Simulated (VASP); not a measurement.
# AlCu (Pm-3m) in VASP: single point with PBEsol

Aim: the single point of AlCu with PBEsol.

All numbers are computed with VASP 6.6.1; they aren't measurements. Logs are shortened: lines on timing, memory, paths and dates and some standing lists are left out, and cuts for length are marked.

### Step 1. The cell of the first run

The structure is cubic, space group Pm-3m (No. 221). The conventional cell has a = 2.907 Å, b = 2.907 Å, c = 2.907 Å, α = 90.00°, β = 90.00°, γ = 90.00°. Al (site symmetry m-3m) has 8 Cu at 2.52 Å and 6 Al at 2.91 Å within 3.3 Å. Within 3.3 Å of Cu (site symmetry m-3m) lie 8 Al at 2.52 Å and 6 Cu at 2.91 Å.

### Step 2. Single point, PBEsol

The input, INCAR:

```
SYSTEM = AlCu
PREC = Accurate
ENCUT = 820
EDIFF = 1E-6
ISMEAR = 0
SIGMA = 0.15
LREAL = .FALSE.
LASPH = .TRUE.
NELM = 120
ALGO = Normal
ISIF = 2
LWAVE = .FALSE.
LCHARG = .FALSE.
GGA = PS
NBANDS = 18
GGA_COMPAT = .FALSE.
```

The input, KPOINTS:

```
Automatic mesh
0
G
  16 16 16
  0 0 0
```

The input, POSCAR:

```
AlCu
1.0
    2.9066309463      0.0000000000      0.0000000000
    0.0000000000      2.9066309463      0.0000000000
    0.0000000000      0.0000000000      2.9066309463
Al Cu
1 1
Direct
    0.0000000000      0.0000000000      0.0000000000
    0.5000000000      0.5000000000      0.5000000000
```

Potentials or basis: VASP PAW PBE potentials, release 64 (Al, Cu_sv_GW).

Started as:

```bash
$ cat potpaw_PBE.64/Al/POTCAR potpaw_PBE.64/Cu_sv_GW/POTCAR > POTCAR
$ mpirun -np 1 vasp_std > vasp.out
```

OUTCAR:

```text
SYSTEM = AlCu
   PREC = Accurate
   ENCUT = 820
   EDIFF = 1E-6
   ISMEAR = 0
   LREAL = .FALSE.
   LASPH = .TRUE.
   NELM = 120
   ISIF = 2
   GGA = PS

 ion  position               nearest neighbor table
   1  0.000  0.000  0.000-   2 2.52   2 2.52   2 2.52   2 2.52   2 2.52   2 2.52   2 2.52   2 2.52

   2  0.500  0.500  0.500-   1 2.52   1 2.52   1 2.52   1 2.52   1 2.52   1 2.52   1 2.52   1 2.52

  LATTYP: Found a simple cubic cell.
 ALAT       =     2.9066309463

  Lattice vectors:

 A1 = (   2.9066309463,   0.0000000000,   0.0000000000)
 A2 = (   0.0000000000,   2.9066309463,   0.0000000000)
 A3 = (   0.0000000000,   0.0000000000,   2.9066309463)

Analysis of symmetry for initial positions (statically):
=====================================================================
 Subroutine PRICEL returns:
 Original cell was already a primitive cell.

 Routine SETGRP: Setting up the symmetry group for a
 simple cubic supercell.

 Subroutine GETGRP returns: Found 48 space group operations
 (whereof 48 operations were pure point group operations)
 out of a pool of 48 trial point group operations.

The static configuration has the point symmetry O_h .

Analysis of symmetry for dynamics (positions and initial velocities):
=====================================================================
 Subroutine PRICEL returns:
 Original cell was already a primitive cell.

 Routine SETGRP: Setting up the symmetry group for a
 simple cubic supercell.

 Subroutine GETGRP returns: Found 48 space group operations
 (whereof 48 operations were pure point group operations)
 out of a pool of 48 trial point group operations.

The dynamic configuration has the point symmetry O_h .

 Subroutine INISYM returns: Found 48 space group operations
 (whereof 48 operations are pure point group operations),
 and found     1 'primitive' translations

----------------------------------------------------------------------------------------

                                     Primitive cell

  volume of cell :      24.5567

  direct lattice vectors                    reciprocal lattice vectors
     2.906630946  0.000000000  0.000000000     0.344040925  0.000000000  0.000000000
     0.000000000  2.906630946  0.000000000     0.000000000  0.344040925  0.000000000
     0.000000000  0.000000000  2.906630946     0.000000000  0.000000000  0.344040925

  length of vectors
     2.906630946  2.906630946  2.906630946     0.344040925  0.344040925  0.344040925

  position of ions in fractional coordinates (direct lattice)
     0.000000000  0.000000000  0.000000000
     0.500000000  0.500000000  0.500000000

  ion indices of the primitive-cell ions
   primitive index   ion index
                 1           1
                 2           2

----------------------------------------------------------------------------------------

 KPOINTS: Automatic mesh

Automatic generation of k-mesh.
 Grid dimensions read from file:
 generate k-points for:   16   16   16

 Generating k-lattice:

  Cartesian coordinates                     Fractional coordinates (reciprocal lattice)
     0.021502558  0.000000000  0.000000000     0.062500000  0.000000000  0.000000000
     0.000000000  0.021502558  0.000000000     0.000000000  0.062500000  0.000000000
     0.000000000  0.000000000  0.021502558     0.000000000  0.000000000  0.062500000

  Length of vectors
     0.021502558  0.021502558  0.021502558

  Shift w.r.t. Gamma in fractional coordinates (k-lattice)
     0.000000000  0.000000000  0.000000000

 Subroutine IBZKPT returns following result:
 ===========================================

 Found    165 irreducible k-points:

 Following reciprocal coordinates:
            Coordinates               Weight
  0.000000  0.000000  0.000000      1.000000
  0.062500  0.000000  0.000000      6.000000
  0.125000  0.000000  0.000000      6.000000
  0.187500  0.000000  0.000000      6.000000
  0.250000  0.000000  0.000000      6.000000
  0.312500  0.000000  0.000000      6.000000
[... 16 lines left out ...]
  0.437500  0.125000  0.000000     24.000000
  0.500000  0.125000  0.000000     12.000000
 [... further k-points ...]
   k-points           NKPTS =    165   k-points in BZ     NKDIM =    165   number of bands    NBANDS=     18
   number of dos      NEDOS =    301   number of ions     NIONS =      2
   total plane-waves  NPLWV =  21952
   dimension x,y,z NGX =    28 NGY =   28 NGZ =   28
   dimension x,y,z NGXF=    56 NGYF=   56 NGZF=   56
   ions per type =               1   1
   NGX,Y,Z   is equivalent  to a cutoff of  16.01, 16.01, 16.01 a.u.
   NGXF,Y,Z  is equivalent  to a cutoff of  32.03, 32.03, 32.03 a.u.
 SYSTEM =  AlCu
   PREC   = accura    normal or accurate (medium, high low for compatibility)
   ISTART =      0    job   : 0-new  1-cont  2-samecut
   ICHARG =      2    charge: 1-file 2-atom 10-const
   ISPIN  =      1    spin polarized calculation?
   LNONCOLLINEAR =      F non collinear calculations
   LSORBIT =      F    spin-orbit coupling
   LASPH  =      T    aspherical Exc in radial PAW
   ENCUT  =  820.0 eV  60.27 Ry    7.76 a.u.   6.79  6.79  6.79*2*pi/ulx,y,z
   NELM   =    120;   NELMIN=  2; NELMDL= -5     # of ELM steps
   EDIFF  = 0.1E-05   stopping-criterion for ELM
   LREAL  =      F    real-space projection
   EDIFFG = 0.1E-04   stopping-criterion for IOM
   NSW    =      0    number of steps for IOM
   IBRION =     -1    ionic relax: 0-MD 1-quasi-New 2-CG
   NFREE  =      0    steps in history (QN), initial steepest desc. (CG)
   ISIF   =      2    stress and relaxation
   ISYM   =      2    0-nonsym 1-usesym 2-fastsym
   POTIM  = 0.5000    time-step for ionic-motion
   TEBEG  =    0.0;   TEEND  =   0.0 temperature during run
   PSTRESS=    0.0 pullay stress
   NELECT =      22.0000    total number of electrons
   NUPDOWN=      -1.0000    fix difference up-down
   EMIN   =  10.00;   EMAX   =-10.00  energy-range for DOS
   EFERMI =   0.00;   METHOD = LEGACY
   ISMEAR =     0;   SIGMA  =   0.15  broadening in eV -4-tet -1-fermi 0-gaus
   EFERMI_NEDOS =   21; number of points for ismear=-14 and -15
   IALGO  =     38    algorithm
   IMIX   =      4    mixing-type and parameters
     AMIX     =   0.40;   BMIX     =  1.00
     AMIX_MAG =   1.60;   BMIX_MAG =  1.00
  volume/ion in A,a.u.               =      12.28        82.86
  Fermi-wavevector in a.u.,A,eV,Ry     =   1.578190  2.982346 33.887790  2.490682
  Thomas-Fermi vector in A             =   2.678758
   LORBIT       =      0    0 simple, 1 ext, 2 COOP (PROOUT), +10 PAW based schemes
   GGA     = PS    functional components
   LHFCALC =     F    Hartree Fock is set to
   AEXX    =    0.0000 exact exchange contribution
   IVDW    =     0    specifies the selected vdW correction
   LEPSILON=     F    determine dielectric tensor
   LRPA    =     F    only Hartree local field effects (RPA)
 non-spin polarized calculation
 Gauss-broadening in eV      SIGMA  =   0.15
  energy-cutoff  :      820.00
  volume of cell :       24.56
 maximum number of plane-waves:      1357
 NGX is ok and might be reduce to    28
   NGX = 13   NGY = 13   NGZ = 13

 number of electron      22.0000008 magnetization

 Free energy of the ion-electron system (eV)
  ---------------------------------------------------
  ext. energy  EPLUGINS =         0.00000000
  ---------------------------------------------------
  free energy    TOTEN  =        -8.77272398 eV

  energy without entropy =       -8.76656481  energy(sigma->0) =       -8.76964440

 E-fermi :  10.2165     XC(G=0): -12.3571

 val. band max:       10.2009716802   @ k =   0.5000   0.5000   0.3750
 cond. band min:      10.2284145416   @ k =   0.3750   0.3750   0.3750
 fundamental gap:      0.0274428615
 Fermi energy:        10.2165435419

 k-point     1 :       0.0000    0.0000    0.0000
  band No.  band energies     occupation
      1    -103.8695      2.00000
      2     -61.3803      2.00000
      3     -61.3803      2.00000
      4     -61.3803      2.00000
      5      -2.1203      2.00000
      6       4.7777      2.00000
[... 10 lines left out ...]
     17      29.4090      0.00000
     18      29.4095      0.00000

 k-point     2 :       0.0625    0.0000    0.0000
  band No.  band energies     occupation
      1    -103.8693      2.00000
      2     -61.3806      2.00000
      3     -61.3801      2.00000
      4     -61.3801      2.00000
      5      -2.0498      2.00000
      6       4.7817      2.00000
[... 10 lines left out ...]
     17      28.5305      0.00000
     18      28.6758      0.00000

 k-point     3 :       0.1250    0.0000    0.0000
  band No.  band energies     occupation
      1    -103.8692      2.00000
      2     -61.3817      2.00000
      3     -61.3799      2.00000
      4     -61.3799      2.00000
      5      -1.8391      2.00000
      6       4.7857      2.00000
[... 10 lines left out ...]
     17      27.0169      0.00000
     18      27.0348      0.00000

 k-point     4 :       0.1875    0.0000    0.0000
  band No.  band energies     occupation
      1    -103.8689      2.00000
      2     -61.3834      2.00000
      3     -61.3797      2.00000
      4     -61.3797      2.00000
      5      -1.4903      2.00000
      6       4.7633      2.00000
[... 10 lines left out ...]
     17      25.4692      0.00000
     18      25.4720      0.00000

 k-point     5 :       0.2500    0.0000    0.0000
  band No.  band energies     occupation
      1    -103.8687      2.00000
      2     -61.3857      2.00000
      3     -61.3794      2.00000
      4     -61.3794      2.00000
      5      -1.0074      2.00000
      6       4.6582      2.00000
[... 10 lines left out ...]
     17      23.9948      0.00000
     18      26.1218      0.00000

 k-point     6 :       0.3125    0.0000    0.0000
  band No.  band energies     occupation
      1    -103.8687      2.00000
      2     -61.3882      2.00000
      3     -61.3793      2.00000
      4     -61.3793      2.00000
      5      -0.3967      2.00000
      6       4.3707      2.00000
[... 10 lines left out ...]
     17      22.5918      0.00000
     18      25.1574      0.00000

 k-point     7 :       0.3750    0.0000    0.0000
  band No.  band energies     occupation
      1    -103.8686      2.00000
      2     -61.3902      2.00000
      3     -61.3791      2.00000
      4     -61.3791      2.00000
      5       0.3319      2.00000
      6       3.8007      2.00000
[... 10 lines left out ...]
     17      21.3481      0.00000
     18      24.3252      0.00000

 k-point     8 :       0.4375    0.0000    0.0000
  band No.  band energies     occupation
      1    -103.8684      2.00000
      2     -61.3913      2.00000
      3     -61.3790      2.00000
      4     -61.3790      2.00000
      5       1.1615      2.00000
      6       2.9851      2.00000
[... 10 lines left out ...]
     17      22.1095      0.00000
     18      23.8306      0.00000
[... 229 lines left out ...]
     17      24.5977      0.00000
     18      25.6602      0.00000

 k-point    20 :       0.2500    0.1250    0.0000
  band No.  band energies     occupation
      1    -103.8686      2.00000
      2     -61.3856      2.00000
      3     -61.3811      2.00000
      4     -61.3793      2.00000
      5      -0.7359      2.00000
      6       4.7293      2.00000
[... 10 lines left out ...]
     17      24.1899      0.00000
     18      26.2420      0.00000

 k-point    21 :       0.3125    0.1250    0.0000
  band No.  band energies     occupation
      1    -103.8686      2.00000
      2     -61.3880      2.00000
      3     -61.3810      2.00000
      4     -61.3792      2.00000
      5      -0.1319      2.00000
      6       4.4580      2.00000
[... 10 lines left out ...]
     17      22.8076      0.00000
     18      25.7701      0.00000

 k-point    22 :       0.3750    0.1250    0.0000
  band No.  band energies     occupation
      1    -103.8684      2.00000
      2     -61.3899      2.00000
      3     -61.3808      2.00000
      4     -61.3789      2.00000
      5       0.5870      2.00000
      6       3.9277      2.00000
[... 10 lines left out ...]
     17      23.0203      0.00000
     18      24.9112      0.00000

 k-point    23 :       0.4375    0.1250    0.0000
  band No.  band energies     occupation
      1    -103.8683      2.00000
      2     -61.3912      2.00000
      3     -61.3808      2.00000
      4     -61.3788      2.00000
      5       1.4026      2.00000
      6       3.1611      2.00000
[... 10 lines left out ...]
     17      23.4135      0.00000
     18      24.4943      0.00000

 k-point    24 :       0.5000    0.1250    0.0000
  band No.  band energies     occupation
      1    -103.8683      2.00000
      2     -61.3915      2.00000
      3     -61.3807      2.00000
      4     -61.3789      2.00000
      5       2.2779      2.00000
      6       2.2859      2.00000
[... 10 lines left out ...]
     17      23.4601      0.00000
     18      24.5844      0.00000

 [... further k-points ...]

------------------------ aborting loop because EDIFF is reached ----------------------------------------

  FORCE on cell =-STRESS in cart. coord.  units (eV):
  Direction    XX          YY          ZZ          XY          YZ          ZX
  --------------------------------------------------------------------------------------
  -------------------------------------------------------------------------------------
  Total        1.0711750      1.0711750      1.0711750     -0.0000000     -0.0000000      0.0000000
  in kB       69.8877929     69.8877929     69.8877929     -0.0000000     -0.0000000      0.0000000
  external PRESSURE =      69.8877929 kB  Pullay stress =       0.0000000 kB

 VOLUME and BASIS-vectors are now :
 -----------------------------------------------------------------------------
  energy-cutoff  :      820.00
  volume of cell :       24.56
      direct lattice vectors                 reciprocal lattice vectors
     2.906630946  0.000000000  0.000000000     0.344040925  0.000000000  0.000000000
     0.000000000  2.906630946  0.000000000     0.000000000  0.344040925  0.000000000
     0.000000000  0.000000000  2.906630946     0.000000000  0.000000000  0.344040925

 POSITION                                       TOTAL-FORCE (eV/Angst)
 -----------------------------------------------------------------------------------
      0.00000      0.00000      0.00000         0.000000      0.000000      0.000000
      1.45332      1.45332      1.45332         0.000000      0.000000      0.000000
 -----------------------------------------------------------------------------------
    total drift:                                0.000000      0.000000      0.000000

  FREE ENERGIE OF THE ION-ELECTRON SYSTEM (eV)
  ---------------------------------------------------
  free  energy   TOTEN  =        -8.7727239836 eV

  energy  without entropy=       -8.7665648087  energy(sigma->0) =       -8.76964440
```

Wall time 1.9 min (1 thread of Intel Xeon Platinum 8488C (Sapphire Rapids), shared host); peak memory 0.31 GiB.

What came out:

| Property | Result |
| --- | --- |
| Free energy | -8.7727 eV |
| Pressure | 7.0 GPa |
| Band gap on the k mesh | zero (bands 11 and 12 overlap by 4.92 eV) |

Levels at points of the mesh, in eV from the Fermi level:
```
           k point  band 9  band 10  band 11  band 12  band 13  band 14
(0.00, 0.00, 0.00)   -4.23    -4.23     3.98     3.98     3.98     6.40
(0.50, 0.00, 0.00)   -4.74    -4.17    -3.38     7.17     8.27     8.27
(0.50, 0.50, 0.00)   -4.17    -4.17    -3.79    -0.94     0.11    10.91
(0.50, 0.50, 0.50)   -3.77     0.44     0.44     0.44     2.36     2.36
```

Caveat: the cell stands under pressure; the PAW data sets were made with another functional, which shifts forces and pressure a little.

The gap in the log of VASP goes by the Fermi energy; the results here count the filled bands.